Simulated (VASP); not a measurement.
# Hf3GeRu (Pm-3m) in VASP: a series of runs

The runs below take Hf3GeRu through single point, with PBE.

Program: VASP 6.6.1. These are calculated values, not measurements. Logs are shortened: lines on timing, memory, paths and dates and some standing lists are left out, and cuts for length are marked.

**1. The cell of the first run**

The structure is cubic, space group Pm-3m (No. 221). The conventional cell has a = 4.201 Å, b = 4.201 Å, c = 4.201 Å, α = 90.00°, β = 90.00°, γ = 90.00°. Within 2.8 Å of Hf (site symmetry 4/mmm) lie 2 Ge at 2.10 Å. Within 2.8 Å of Ge (site symmetry m-3m) lie 6 Hf at 2.10 Å. Within 3.9 Å of Ru (site symmetry m-3m) lie 12 Hf at 2.97 Å and 8 Ge at 3.64 Å.

The cell was generated, and may not be a known phase.

**2. Single point, PBE**

Contents of INCAR:

```
PREC = Accurate
ENCUT = 520
EDIFF = 1E-7
ISMEAR = 0
SIGMA = 0.1
LREAL = F
LASPH = T
NELM = 60
ALGO = Normal
ISIF = 2
LWAVE = F
LCHARG = T
GGA = PE
LELF = T
LVHAR = T
NBANDS = 37
```

Contents of KPOINTS:

```
Automatic mesh
0
Gamma
  4 4 4
```

Contents of POSCAR:

```
Hf3GeRu
1.0
    4.2008020600      0.0000000000      0.0000000000
    0.0000000000      4.2008020600      0.0000000000
    0.0000000000      0.0000000000      4.2008020600
Hf Ge Ru
3 1 1
Direct
    0.5000000000      0.0000000000      0.0000000000
    0.0000000000      0.5000000000      0.0000000000
    0.0000000000      0.0000000000      0.5000000000
    0.0000000000      0.0000000000      0.0000000000
    0.5000000000      0.5000000000      0.5000000000
```

Potentials or basis: VASP PAW PBE potentials, release 64 (Hf_pv, Ge_d, Ru_pv).

Command:

```console
> cat potpaw_PBE.64/Hf_pv/POTCAR potpaw_PBE.64/Ge_d/POTCAR potpaw_PBE.64/Ru_pv/POTCAR > POTCAR
> mpirun -np 1 vasp_std > vasp.out
```

OUTCAR:

```text
PREC = Accurate
   ENCUT = 520
   EDIFF = 1E-7
   ISMEAR = 0
   LREAL = F
   LASPH = T
   NELM = 60
   ISIF = 2
   GGA = PE

 ion  position               nearest neighbor table
   1  0.500  0.000  0.000-   4 2.10   4 2.10   2 2.97   5 2.97   3 2.97   5 2.97   2 2.97   5 2.97
                             5 2.97   2 2.97   3 2.97   3 2.97   3 2.97   2 2.97
   2  0.000  0.500  0.000-   4 2.10   4 2.10   1 2.97   5 2.97   3 2.97   5 2.97   1 2.97   3 2.97
                             3 2.97   3 2.97   1 2.97   5 2.97   5 2.97   1 2.97
   3  0.000  0.000  0.500-   4 2.10   4 2.10   1 2.97   5 2.97   1 2.97   2 2.97   2 2.97   2 2.97
                             5 2.97   2 2.97   1 2.97   5 2.97   1 2.97   5 2.97
   4  0.000  0.000  0.000-   1 2.10   2 2.10   3 2.10   3 2.10   2 2.10   1 2.10
   5  0.500  0.500  0.500-   1 2.97   2 2.97   3 2.97   1 2.97   2 2.97   1 2.97   3 2.97   1 2.97
                             2 2.97   3 2.97   2 2.97   3 2.97

  LATTYP: Found a simple cubic cell.
 ALAT       =     4.2008020600

  Lattice vectors:

 A1 = (   4.2008020600,   0.0000000000,   0.0000000000)
 A2 = (   0.0000000000,   4.2008020600,   0.0000000000)
 A3 = (   0.0000000000,   0.0000000000,   4.2008020600)

Analysis of symmetry for initial positions (statically):
=====================================================================
 Subroutine PRICEL returns:
 Original cell was already a primitive cell.

 Routine SETGRP: Setting up the symmetry group for a
 simple cubic supercell.

 Subroutine GETGRP returns: Found 48 space group operations
 (whereof 48 operations were pure point group operations)
 out of a pool of 48 trial point group operations.

The static configuration has the point symmetry O_h .

Analysis of symmetry for dynamics (positions and initial velocities):
=====================================================================
 Subroutine PRICEL returns:
 Original cell was already a primitive cell.

 Routine SETGRP: Setting up the symmetry group for a
 simple cubic supercell.

 Subroutine GETGRP returns: Found 48 space group operations
 (whereof 48 operations were pure point group operations)
 out of a pool of 48 trial point group operations.

The dynamic configuration has the point symmetry O_h .

 Subroutine INISYM returns: Found 48 space group operations
 (whereof 48 operations are pure point group operations),
 and found     1 'primitive' translations

----------------------------------------------------------------------------------------

                                     Primitive cell

  volume of cell :      74.1305

  direct lattice vectors                    reciprocal lattice vectors
     4.200802060  0.000000000  0.000000000     0.238049779  0.000000000  0.000000000
     0.000000000  4.200802060  0.000000000     0.000000000  0.238049779  0.000000000
     0.000000000  0.000000000  4.200802060     0.000000000  0.000000000  0.238049779

  length of vectors
     4.200802060  4.200802060  4.200802060     0.238049779  0.238049779  0.238049779

  position of ions in fractional coordinates (direct lattice)
     0.500000000  0.000000000  0.000000000
     0.000000000  0.500000000  0.000000000
     0.000000000  0.000000000  0.500000000
     0.000000000  0.000000000  0.000000000
     0.500000000  0.500000000  0.500000000

  ion indices of the primitive-cell ions
   primitive index   ion index
                 1           1
                 2           2
                 3           3
                 4           4
                 5           5

----------------------------------------------------------------------------------------

 KPOINTS: Automatic mesh

Automatic generation of k-mesh.
 Grid dimensions read from file:
 generate k-points for:    4    4    4

 Generating k-lattice:

  Cartesian coordinates                     Fractional coordinates (reciprocal lattice)
     0.059512445  0.000000000  0.000000000     0.250000000  0.000000000  0.000000000
     0.000000000  0.059512445  0.000000000     0.000000000  0.250000000  0.000000000
     0.000000000  0.000000000  0.059512445     0.000000000  0.000000000  0.250000000

  Length of vectors
     0.059512445  0.059512445  0.059512445

  Shift w.r.t. Gamma in fractional coordinates (k-lattice)
     0.000000000  0.000000000  0.000000000

 Subroutine IBZKPT returns following result:
 ===========================================

 Found     10 irreducible k-points:

 Following reciprocal coordinates:
            Coordinates               Weight
  0.000000  0.000000  0.000000      1.000000
  0.250000  0.000000  0.000000      6.000000
  0.500000  0.000000  0.000000      3.000000
  0.250000  0.250000  0.000000     12.000000
  0.500000  0.250000  0.000000     12.000000
  0.500000  0.500000  0.000000      3.000000
  0.250000  0.250000  0.250000      8.000000
  0.500000  0.250000  0.250000     12.000000
  0.500000  0.500000  0.250000      6.000000
  0.500000  0.500000  0.500000      1.000000
   k-points           NKPTS =     10   k-points in BZ     NKDIM =     10   number of bands    NBANDS=     37
   number of dos      NEDOS =    301   number of ions     NIONS =      5
   total plane-waves  NPLWV =  32768
   dimension x,y,z NGX =    32 NGY =   32 NGZ =   32
   dimension x,y,z NGXF=    64 NGYF=   64 NGZF=   64
   ions per type =               3   1   1
   NGX,Y,Z   is equivalent  to a cutoff of  12.66, 12.66, 12.66 a.u.
   NGXF,Y,Z  is equivalent  to a cutoff of  25.33, 25.33, 25.33 a.u.
 SYSTEM =  unknown system
   PREC   = accura    normal or accurate (medium, high low for compatibility)
   ISTART =      0    job   : 0-new  1-cont  2-samecut
   ICHARG =      2    charge: 1-file 2-atom 10-const
   ISPIN  =      1    spin polarized calculation?
   LNONCOLLINEAR =      F non collinear calculations
   LSORBIT =      F    spin-orbit coupling
   LASPH  =      T    aspherical Exc in radial PAW
   ENCUT  =  520.0 eV  38.22 Ry    6.18 a.u.   7.81  7.81  7.81*2*pi/ulx,y,z
   NELM   =     60;   NELMIN=  2; NELMDL= -5     # of ELM steps
   EDIFF  = 0.1E-06   stopping-criterion for ELM
   LREAL  =      F    real-space projection
   EDIFFG = 0.1E-05   stopping-criterion for IOM
   NSW    =      0    number of steps for IOM
   IBRION =     -1    ionic relax: 0-MD 1-quasi-New 2-CG
   NFREE  =      0    steps in history (QN), initial steepest desc. (CG)
   ISIF   =      2    stress and relaxation
   ISYM   =      2    0-nonsym 1-usesym 2-fastsym
   POTIM  = 0.5000    time-step for ionic-motion
   TEBEG  =    0.0;   TEEND  =   0.0 temperature during run
   PSTRESS=    0.0 pullay stress
   NELECT =      58.0000    total number of electrons
   NUPDOWN=      -1.0000    fix difference up-down
   EMIN   =  10.00;   EMAX   =-10.00  energy-range for DOS
   EFERMI =   0.00;   METHOD = LEGACY
   ISMEAR =     0;   SIGMA  =   0.10  broadening in eV -4-tet -1-fermi 0-gaus
   EFERMI_NEDOS =   21; number of points for ismear=-14 and -15
   IALGO  =     38    algorithm
   IMIX   =      4    mixing-type and parameters
     AMIX     =   0.40;   BMIX     =  1.00
     AMIX_MAG =   1.60;   BMIX_MAG =  1.00
  volume/ion in A,a.u.               =      14.83       100.05
  Fermi-wavevector in a.u.,A,eV,Ry     =   1.508523  2.850695 30.961985  2.275642
  Thomas-Fermi vector in A             =   2.618966
   LORBIT       =      0    0 simple, 1 ext, 2 COOP (PROOUT), +10 PAW based schemes
   GGA     = PE    functional components
   LHFCALC =     F    Hartree Fock is set to
   AEXX    =    0.0000 exact exchange contribution
   IVDW    =     0    specifies the selected vdW correction
   LEPSILON=     F    determine dielectric tensor
   LRPA    =     F    only Hartree local field effects (RPA)
 non-spin polarized calculation
 Gauss-broadening in eV      SIGMA  =   0.10
  energy-cutoff  :      520.00
  volume of cell :       74.13
 maximum number of plane-waves:      2012
 NGX is ok and might be reduce to    32
   NGX = 15   NGY = 15   NGZ = 15

 number of electron      58.0000005 magnetization

 Free energy of the ion-electron system (eV)
  ---------------------------------------------------
  ext. energy  EPLUGINS =         0.00000000
  ---------------------------------------------------
  free energy    TOTEN  =       -29.76996458 eV

  energy without entropy =      -29.73661664  energy(sigma->0) =      -29.75329061

 E-fermi :   8.5036     XC(G=0): -13.0803

 val. band max:        8.4337647093   @ k =   0.5000   0.0000   0.0000
 cond. band min:       8.5476822658   @ k =   0.5000   0.2500   0.0000
 fundamental gap:      0.1139175565
 Fermi energy:         8.5035589764

 k-point     1 :       0.0000    0.0000    0.0000
  band No.  band energies     occupation
      1     -33.4843      2.00000
      2     -33.4843      2.00000
      3     -33.4843      2.00000
      4     -22.4759      2.00000
      5     -22.4759      2.00000
      6     -22.4759      2.00000
[... 29 lines left out ...]
     36      14.0644      0.00000
     37      14.0644      0.00000

 k-point     2 :       0.2500    0.0000    0.0000
  band No.  band energies     occupation
      1     -33.4846      2.00000
      2     -33.4837      2.00000
      3     -33.4837      2.00000
      4     -22.5941      2.00000
      5     -22.4220      2.00000
      6     -22.4220      2.00000
[... 29 lines left out ...]
     36      13.0624      0.00000
     37      13.7717      0.00000

 k-point     3 :       0.5000    0.0000    0.0000
  band No.  band energies     occupation
      1     -33.4849      2.00000
      2     -33.4831      2.00000
      3     -33.4831      2.00000
      4     -22.7200      2.00000
      5     -22.3605      2.00000
      6     -22.3605      2.00000
[... 29 lines left out ...]
     36      11.9288      0.00000
     37      13.1421      0.00000
[... 201 lines left out ...]
 k-point     9 :       0.5000    0.5000    0.2500
  band No.  band energies     occupation
      1     -33.4876      2.00000
      2     -33.4876      2.00000
      3     -33.4852      2.00000
      4     -23.3525      2.00000
      5     -22.2933      2.00000
      6     -22.2703      2.00000
[... 29 lines left out ...]
     36      12.7824      0.00000
     37      14.0938      0.00000

 k-point    10 :       0.5000    0.5000    0.5000
  band No.  band energies     occupation
      1     -33.4885      2.00000
      2     -33.4885      2.00000
      3     -33.4885      2.00000
      4     -23.5551      2.00000
      5     -22.2923      2.00000
      6     -22.2923      2.00000
[... 29 lines left out ...]
     36      12.0382      0.00000
     37      14.6065      0.00000

------------------------ aborting loop because EDIFF is reached ----------------------------------------

  FORCE on cell =-STRESS in cart. coord.  units (eV):
  Direction    XX          YY          ZZ          XY          YZ          ZX
  --------------------------------------------------------------------------------------
  -------------------------------------------------------------------------------------
  Total       52.0409917     52.0409917     52.0409917      0.0000000      0.0000000     -0.0000000
  in kB     1124.7590380   1124.7590380   1124.7590380      0.0000000      0.0000000     -0.0000000
  external PRESSURE =    1124.7590380 kB  Pullay stress =       0.0000000 kB

 VOLUME and BASIS-vectors are now :
 -----------------------------------------------------------------------------
  energy-cutoff  :      520.00
  volume of cell :       74.13
      direct lattice vectors                 reciprocal lattice vectors
     4.200802060  0.000000000  0.000000000     0.238049779  0.000000000  0.000000000
     0.000000000  4.200802060  0.000000000     0.000000000  0.238049779  0.000000000
     0.000000000  0.000000000  4.200802060     0.000000000  0.000000000  0.238049779

 POSITION                                       TOTAL-FORCE (eV/Angst)
 -----------------------------------------------------------------------------------
      2.10040      0.00000      0.00000         0.000000      0.000000      0.000000
      0.00000      2.10040      0.00000         0.000000      0.000000      0.000000
      0.00000      0.00000      2.10040         0.000000      0.000000      0.000000
      0.00000      0.00000      0.00000         0.000000      0.000000      0.000000
      2.10040      2.10040      2.10040         0.000000      0.000000      0.000000
 -----------------------------------------------------------------------------------
    total drift:                                0.000000      0.000000     -0.000000

  FREE ENERGIE OF THE ION-ELECTRON SYSTEM (eV)
  ---------------------------------------------------
  free  energy   TOTEN  =       -29.7699645847 eV

  energy  without entropy=      -29.7366166366  energy(sigma->0) =      -29.75329061
```

It took 26 s on 1 thread of Intel Xeon Platinum 8488C (Sapphire Rapids), shared host; peak memory 0.19 GiB.

Results:

```
Free energy            : -29.7700 eV
Pressure               : 112.5 GPa
Band gap on the k mesh : zero (bands 29 and 30 overlap by 1.65 eV)
```

Caveat: the k points lie up to 0.37 Å⁻¹ apart, too coarse for converged energies and pressures of a metal; spin-orbit coupling is left out, which moves the levels of the heavy elements.

[end of part 1 of 2]

The gap in the log of VASP goes by the Fermi energy; the results here count the filled bands.